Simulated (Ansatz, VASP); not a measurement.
## Two plane-wave programs on Si

```
Si
1.0
    -3.34576    3.34576    1.93051
     3.34576   -3.34576    1.93051
     3.34576    3.34576   -1.93051
Si
4
Direct
  0.17861 0.17861 0.35722
  0.82139 0.82139 0.64278
  0.17861 0.82139 0.00000
  0.82139 0.17861 0.00000
```

Alike in both runs: task single point; functional r2SCAN; k mesh 10 × 10 × 10; occupations gaussian, width 0.01 eV; no spin polarisation.

|  | VASP | Ansatz |
| --- | --- | --- |
| version | VASP 6.6.1 | Ansatz 0.2.0 |
| potentials or method | VASP PAW PBE potentials, release 64 (Si), cutoff 520 eV | scalar-relativistic, plane waves, PAW |
| valence electrons in the cell | 16 | 16 |

Ansatz gave:

| Quantity | Value |
| --- | --- |
| gap on the k mesh at the Fermi level (eV) | 0.53 |
| least direct gap on the mesh (eV) | 0.63 |
| pressure (GPa) | -1.3 |
| rms of the force components (eV/Å) | 0.006 |

**Question.** Estimate VASP's values.

**Answer.** gap on the k mesh at the Fermi level (eV): 0.54; least direct gap on the mesh (eV): 0.64; pressure (GPa): -1.5; rms of the force components (eV/Å): 0.006.

VASP's potentials were made for PBE, not for r2SCAN. Atom by atom the forces differ by 0.000 eV/Å (rms over components). The functional is the same, so the differences come from potentials, cutoffs and numerics.
